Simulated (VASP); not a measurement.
# As2Se (Fd-3m) in VASP: further runs

The runs below take As2Se through single point, relaxation of cell and atoms, with PBE.

Everything below comes from runs of VASP 6.6.1. Logs are shortened: lines on timing, memory, paths and dates and some standing lists are left out, and cuts for length are marked.

## 1. The cell of the first run

Symmetry: Fd-3m, No. 227, cubic system. Conventional cell: a = 7.876 Å, b = 7.876 Å, c = 7.876 Å, α = 90.00°, β = 90.00°, γ = 90.00°. As (site symmetry -3m) has 6 As at 2.78 Å and 6 Se at 3.27 Å within 3.7 Å. Within 4.3 Å of Se (site symmetry -43m) lie 12 As at 3.27 Å and 4 Se at 3.41 Å.

The cell was generated, and may not be a known phase.

## 2. Single point, PBE

File INCAR:

```
  PREC = Accurate
  ENCUT = 520
  EDIFF = 1E-6
  ISMEAR = 0
  SIGMA = 0.1
  LREAL = F
  LASPH = T
  NELM = 80
  ALGO = Normal
  ISIF = 2
  LWAVE = F
  LCHARG = F
  GGA = PE
  NBANDS = 25
```

File KPOINTS:

```
regular mesh
0
Gamma
  8 8 8
```

File POSCAR:

```
As2Se
1.0
    0.0000000000      3.9379510184      3.9379510184
    3.9379510184      0.0000000000      3.9379510184
    3.9379510184      3.9379510184      0.0000000000
As Se
4 2
Direct
    0.6250000000      0.6250000000      0.6250000000
    0.1250000000      0.6250000000      0.6250000000
    0.6250000000      0.6250000000      0.1250000000
    0.6250000000      0.1250000000      0.6250000000
    0.0000000000      0.0000000000      0.0000000000
    0.2500000000      0.2500000000      0.2500000000
```

Potentials or basis: VASP PAW PBE potentials, release 64 (As, Se).

Launch:

```bash
> cat potpaw_PBE.64/As/POTCAR potpaw_PBE.64/Se/POTCAR > POTCAR
> mpirun -np 1 vasp_std > vasp.out
```

OUTCAR:

```text
PREC = Accurate
   ENCUT = 520
   EDIFF = 1E-6
   ISMEAR = 0
   LREAL = F
   LASPH = T
   NELM = 80
   ISIF = 2
   GGA = PE

 ion  position               nearest neighbor table
   1  0.625  0.625  0.625-   2 2.78   3 2.78   4 2.78   3 2.78   4 2.78   2 2.78
   2  0.125  0.625  0.625-   1 2.78   3 2.78   4 2.78   1 2.78   3 2.78   4 2.78
   3  0.625  0.625  0.125-   1 2.78   1 2.78   2 2.78   4 2.78   4 2.78   2 2.78
   4  0.625  0.125  0.625-   1 2.78   3 2.78   1 2.78   2 2.78   3 2.78   2 2.78
   5  0.000  0.000  0.000-
   6  0.250  0.250  0.250-

  LATTYP: Found a face centered cubic cell.
 ALAT       =     7.8759020368

  Lattice vectors:

 A1 = (   0.0000000000,   3.9379510184,   3.9379510184)
 A2 = (   3.9379510184,   0.0000000000,   3.9379510184)
 A3 = (   3.9379510184,   3.9379510184,   0.0000000000)

Analysis of symmetry for initial positions (statically):
=====================================================================
 Subroutine PRICEL returns:
 Original cell was already a primitive cell.

 Routine SETGRP: Setting up the symmetry group for a
 face centered cubic supercell.

 Subroutine GETGRP returns: Found 48 space group operations
 (whereof 24 operations were pure point group operations)
 out of a pool of 48 trial point group operations.

The static configuration has the point symmetry T_d .
 The point group associated with its full space group is O_h .

Analysis of symmetry for dynamics (positions and initial velocities):
=====================================================================
 Subroutine PRICEL returns:
 Original cell was already a primitive cell.

 Routine SETGRP: Setting up the symmetry group for a
 face centered cubic supercell.

 Subroutine GETGRP returns: Found 48 space group operations
 (whereof 24 operations were pure point group operations)
 out of a pool of 48 trial point group operations.

The dynamic configuration has the point symmetry T_d .
 The point group associated with its full space group is O_h .

 Subroutine INISYM returns: Found 48 space group operations
 (whereof 24 operations are pure point group operations),
 and found     1 'primitive' translations

----------------------------------------------------------------------------------------

                                     Primitive cell

  volume of cell :     122.1352

  direct lattice vectors                    reciprocal lattice vectors
     0.000000000  3.937951018  3.937951018    -0.126969583  0.126969583  0.126969583
     3.937951018  0.000000000  3.937951018     0.126969583 -0.126969583  0.126969583
     3.937951018  3.937951018  0.000000000     0.126969583  0.126969583 -0.126969583

  length of vectors
     5.569103738  5.569103738  5.569103738     0.219917769  0.219917769  0.219917769

  position of ions in fractional coordinates (direct lattice)
     0.625000000  0.625000000  0.625000000
     0.125000000  0.625000000  0.625000000
     0.625000000  0.625000000  0.125000000
     0.625000000  0.125000000  0.625000000
     0.000000000  0.000000000  0.000000000
     0.250000000  0.250000000  0.250000000

  ion indices of the primitive-cell ions
   primitive index   ion index
                 1           1
                 2           2
                 3           3
                 4           4
                 5           5
                 6           6

----------------------------------------------------------------------------------------

 KPOINTS: regular mesh

Automatic generation of k-mesh.
 Grid dimensions read from file:
 generate k-points for:    8    8    8

 Generating k-lattice:

  Cartesian coordinates                     Fractional coordinates (reciprocal lattice)
    -0.015871198  0.015871198  0.015871198     0.125000000  0.000000000  0.000000000
     0.015871198 -0.015871198  0.015871198     0.000000000  0.125000000  0.000000000
     0.015871198  0.015871198 -0.015871198     0.000000000  0.000000000  0.125000000

  Length of vectors
     0.027489721  0.027489721  0.027489721

  Shift w.r.t. Gamma in fractional coordinates (k-lattice)
     0.000000000  0.000000000  0.000000000

 Subroutine IBZKPT returns following result:
 ===========================================

 Found     29 irreducible k-points:

 Following reciprocal coordinates:
            Coordinates               Weight
  0.000000  0.000000  0.000000      1.000000
  0.125000  0.000000  0.000000      8.000000
  0.250000  0.000000  0.000000      8.000000
  0.375000  0.000000  0.000000      8.000000
  0.500000  0.000000  0.000000      4.000000
  0.125000  0.125000  0.000000      6.000000
[... 16 lines left out ...]
  0.500000  0.250000  0.125000     48.000000
 -0.375000  0.250000  0.125000     24.000000
 [... further k-points ...]
   k-points           NKPTS =     29   k-points in BZ     NKDIM =     29   number of bands    NBANDS=     25
   number of dos      NEDOS =    301   number of ions     NIONS =      6
   total plane-waves  NPLWV =  74088
   dimension x,y,z NGX =    42 NGY =   42 NGZ =   42
   dimension x,y,z NGXF=    84 NGYF=   84 NGZF=   84
   ions per type =               4   2
   NGX,Y,Z   is equivalent  to a cutoff of  12.54, 12.54, 12.54 a.u.
   NGXF,Y,Z  is equivalent  to a cutoff of  25.08, 25.08, 25.08 a.u.
 SYSTEM =  unknown system
   PREC   = accura    normal or accurate (medium, high low for compatibility)
   ISTART =      0    job   : 0-new  1-cont  2-samecut
   ICHARG =      2    charge: 1-file 2-atom 10-const
   ISPIN  =      1    spin polarized calculation?
   LNONCOLLINEAR =      F non collinear calculations
   LSORBIT =      F    spin-orbit coupling
   LASPH  =      T    aspherical Exc in radial PAW
   ENCUT  =  520.0 eV  38.22 Ry    6.18 a.u.  10.35 10.35 10.35*2*pi/ulx,y,z
   NELM   =     80;   NELMIN=  2; NELMDL= -5     # of ELM steps
   EDIFF  = 0.1E-05   stopping-criterion for ELM
   LREAL  =      F    real-space projection
   EDIFFG = 0.1E-04   stopping-criterion for IOM
   NSW    =      0    number of steps for IOM
   IBRION =     -1    ionic relax: 0-MD 1-quasi-New 2-CG
   NFREE  =      0    steps in history (QN), initial steepest desc. (CG)
   ISIF   =      2    stress and relaxation
   ISYM   =      2    0-nonsym 1-usesym 2-fastsym
   POTIM  = 0.5000    time-step for ionic-motion
   TEBEG  =    0.0;   TEEND  =   0.0 temperature during run
   PSTRESS=    0.0 pullay stress
   NELECT =      32.0000    total number of electrons
   NUPDOWN=      -1.0000    fix difference up-down
   EMIN   =  10.00;   EMAX   =-10.00  energy-range for DOS
   EFERMI =   0.00;   METHOD = LEGACY
   ISMEAR =     0;   SIGMA  =   0.10  broadening in eV -4-tet -1-fermi 0-gaus
   EFERMI_NEDOS =   21; number of points for ismear=-14 and -15
   IALGO  =     38    algorithm
   IMIX   =      4    mixing-type and parameters
     AMIX     =   0.40;   BMIX     =  1.00
     AMIX_MAG =   1.60;   BMIX_MAG =  1.00
  volume/ion in A,a.u.               =      20.36       137.37
  Fermi-wavevector in a.u.,A,eV,Ry     =   1.047557  1.979597 14.930715  1.097377
  Thomas-Fermi vector in A             =   2.182443
   LORBIT       =      0    0 simple, 1 ext, 2 COOP (PROOUT), +10 PAW based schemes
   GGA     = PE    functional components
   LHFCALC =     F    Hartree Fock is set to
   AEXX    =    0.0000 exact exchange contribution
   IVDW    =     0    specifies the selected vdW correction
   LEPSILON=     F    determine dielectric tensor
   LRPA    =     F    only Hartree local field effects (RPA)
 non-spin polarized calculation
 Gauss-broadening in eV      SIGMA  =   0.10
  energy-cutoff  :      520.00
  volume of cell :      122.14
 maximum number of plane-waves:      3327
 NGX is ok and might be reduce to    42
   NGX = 21   NGY = 21   NGZ = 21

 number of electron      31.9999998 magnetization

 Free energy of the ion-electron system (eV)
  ---------------------------------------------------
  ext. energy  EPLUGINS =         0.00000000
  ---------------------------------------------------
  free energy    TOTEN  =       -22.02598468 eV

  energy without entropy =      -22.00312047  energy(sigma->0) =      -22.01455257

 E-fermi :   5.4872     XC(G=0): -10.4781

 val. band max:        5.4865412014   @ k =   0.5000   0.2500   0.0000
 cond. band min:       5.4993410741   @ k =   0.3750   0.2500   0.0000
 fundamental gap:      0.0127998727
 Fermi energy:         5.4872359933

 k-point     1 :       0.0000    0.0000    0.0000
  band No.  band energies     occupation
      1      -9.6385      2.00000
      2      -6.2406      2.00000
      3      -6.2294      2.00000
      4      -3.8096      2.00000
      5      -3.8096      2.00000
      6      -3.8096      2.00000
[... 17 lines left out ...]
     24      11.6679      0.00000
     25      11.6679      0.00000

 k-point     2 :       0.1250    0.0000    0.0000
  band No.  band energies     occupation
      1      -9.5408      2.00000
      2      -6.3275      2.00000
      3      -6.2763      2.00000
      4      -4.2872      2.00000
      5      -3.8492      2.00000
      6      -3.8492      2.00000
[... 17 lines left out ...]
     24      11.4757      0.00000
     25      11.8663      0.00000

 k-point     3 :       0.2500    0.0000    0.0000
  band No.  band energies     occupation
      1      -9.2509      2.00000
      2      -6.7093      2.00000
      3      -6.3402      2.00000
      4      -4.9500      2.00000
      5      -3.9373      2.00000
      6      -3.9373      2.00000
[... 17 lines left out ...]
     24      11.1013      0.00000
     25      12.5593      0.00000

 k-point     4 :       0.3750    0.0000    0.0000
  band No.  band energies     occupation
      1      -8.7829      2.00000
      2      -7.3756      2.00000
      3      -6.3767      2.00000
      4      -5.3192      2.00000
      5      -4.0168      2.00000
      6      -4.0168      2.00000
[... 17 lines left out ...]
     24      10.7359      0.00000
     25      12.0347      0.00000
[... 477 lines left out ...]
 k-point    22 :       0.3750    0.2500    0.1250
  band No.  band energies     occupation
      1      -8.9954      2.00000
      2      -6.6441      2.00000
      3      -6.6144      2.00000
      4      -5.5716      2.00000
      5      -4.0549      2.00000
      6      -4.0385      2.00000
[... 17 lines left out ...]
     24      10.4824      0.00000
     25      12.7161      0.00000

 k-point    23 :       0.5000    0.2500    0.1250
  band No.  band energies     occupation
      1      -8.5325      2.00000
      2      -7.1911      2.00000
      3      -6.6507      2.00000
      4      -6.0264      2.00000
      5      -4.1138      2.00000
      6      -3.9581      2.00000
[... 17 lines left out ...]
     24      10.0405      0.00000
     25      12.1914      0.00000

 k-point    24 :      -0.3750    0.2500    0.1250
  band No.  band energies     occupation
      1      -8.0288      2.00000
      2      -7.7694      2.00000
      3      -6.6342      2.00000
      4      -6.1895      2.00000
      5      -4.1401      2.00000
      6      -3.9129      2.00000
[... 17 lines left out ...]
     24       9.8651      0.00000
     25      11.8968      0.00000

 [... further k-points ...]
[... 5 lines left out ...]
  --------------------------------------------------------------------------------------
  -------------------------------------------------------------------------------------
  Total        0.0503011      0.0503011      0.0503011      0.0000000     -0.0000000      0.0000000
  in kB        0.6598526      0.6598526      0.6598526      0.0000000     -0.0000000      0.0000000
  external PRESSURE =       0.6598526 kB  Pullay stress =       0.0000000 kB

 VOLUME and BASIS-vectors are now :
 -----------------------------------------------------------------------------
  energy-cutoff  :      520.00
  volume of cell :      122.14
      direct lattice vectors                 reciprocal lattice vectors
     0.000000000  3.937951018  3.937951018    -0.126969583  0.126969583  0.126969583
     3.937951018  0.000000000  3.937951018     0.126969583 -0.126969583  0.126969583
     3.937951018  3.937951018  0.000000000     0.126969583  0.126969583 -0.126969583

 POSITION                                       TOTAL-FORCE (eV/Angst)
 -----------------------------------------------------------------------------------
      4.92244      4.92244      4.92244         0.000000     -0.000000      0.000000
      4.92244      2.95346      2.95346         0.000000     -0.000000      0.000000
      2.95346      2.95346      4.92244         0.000000     -0.000000      0.000000
      2.95346      4.92244      2.95346         0.000000     -0.000000      0.000000
      0.00000      0.00000      0.00000        -0.000000     -0.000000     -0.000000
      1.96898      1.96898      1.96898         0.000000      0.000000      0.000000
 -----------------------------------------------------------------------------------
    total drift:                                0.000000      0.000000      0.000000

  FREE ENERGIE OF THE ION-ELECTRON SYSTEM (eV)
  ---------------------------------------------------
  free  energy   TOTEN  =       -22.0259846751 eV

  energy  without entropy=      -22.0031204725  energy(sigma->0) =      -22.01455257
```

It took 2.4 min on 1 thread of Intel Xeon 8259CL, shared host; peak memory 0.29 GiB.

Results:

| Property | Result |
| --- | --- |
| Free energy | -22.0260 eV |
| Pressure | 0.1 GPa |
| Band gap on the k mesh | zero (bands 16 and 17 overlap by 1.70 eV) |

## 3. Relaxation of cell and atoms, PBE

This run uses another cell than the first one, of 20.41 Å³/atom.

File INCAR:

```
PREC     = Accurate       # precision mode
ENCUT    = 600            # plane-wave cutoff, eV
EDIFF    = 1E-7           # SCF threshold, eV
ISMEAR   = 0              # smearing method
SIGMA    = 0.1            # smearing width, eV
LREAL    = F              # projectors in reciprocal space
LASPH    = T              # aspherical terms in the spheres
NELM     = 80             # most SCF steps
ALGO     = Normal         # electronic algorithm
ISIF     = 3              # what is computed and relaxed
LWAVE    = F              # write WAVECAR
LCHARG   = F              # write CHGCAR
GGA      = PE             # functional
IBRION   = 2              # ionic algorithm
NSW      = 100            # ionic steps
EDIFFG   = -0.01          # ionic threshold
```

File KPOINTS:

```
Automatic mesh
0
Gamma
  8 8 8
```

Changes to POSCAR since step 2:

```diff
@@ -2,5 +2,5 @@
 1.0
-    0.0000000000      3.9379510184      3.9379510184
-    3.9379510184      0.0000000000      3.9379510184
-    3.9379510184      3.9379510184      0.0000000000
+    0.0000000000      3.9413572555      3.9413572555
+    3.9413572555      0.0000000000      3.9413572555
+    3.9413572555      3.9413572555      0.0000000000
 As Se
```

Potentials or basis: VASP PAW PBE potentials, release 64 (As, Se).

Launch:

```bash
> cat potpaw_PBE.64/As/POTCAR potpaw_PBE.64/Se/POTCAR > POTCAR
> mpirun -np 1 vasp_std > vasp.out
```

Run time: 5.5 min. Hardware: 1 thread of Intel Xeon 8259CL, shared host; peak memory 0.38 GiB.

It converged, with:

* Free energy: -22.0263 eV
* Relaxed volume: 20.36 Å³/atom
* Relaxed cell: a = 5.570 Å, b = 5.570 Å, c = 5.570 Å, α = 60.00°, β = 60.00°, γ = 60.00°
* Space group after relaxing (to 0.1 Å): Fd-3m (No. 227)
* Energy gained by relaxing: 0.0 meV/atom
* Ionic steps: 2
* Pressure after relaxing: 0.0 GPa
* Band gap on the k mesh: zero (bands 16 and 17 overlap by 1.70 eV)

Final structure:
```cif
data_structure
_symmetry_space_group_name_H-M 'P 1'
_symmetry_Int_Tables_number 1
_cell_length_a 5.5697
_cell_length_b 5.5697
_cell_length_c 5.5697
_cell_angle_alpha 60.000
_cell_angle_beta 60.000
_cell_angle_gamma 60.000
_cell_volume 122.18
loop_
_atom_site_label
_atom_site_type_symbol
_atom_site_fract_x
_atom_site_fract_y
_atom_site_fract_z
_atom_site_occupancy
As1 As 0.62500 0.62500 0.62500 1
As2 As 0.12500 0.62500 0.62500 1
As3 As 0.62500 0.62500 0.12500 1
As4 As 0.62500 0.12500 0.62500 1
Se1 Se 0.00000 0.00000 0.00000 1
Se2 Se 0.25000 0.25000 0.25000 1
```

Levels at points of the mesh, in eV from the Fermi level:
```tsv
k point	band 14	band 15	band 16	band 17	band 18	band 19
(0.00, 0.00, 0.00)	-2.83	-2.83	0.97	0.97	0.97	3.89
(0.50, 0.00, 0.00)	-1.51	-0.70	-0.22	0.30	0.85	0.85
(0.50, 0.50, 0.00)	-1.34	-0.60	-0.60	-0.12	-0.12	0.04
```

Caveat: the highest band is partly filled, so the run has too few bands.
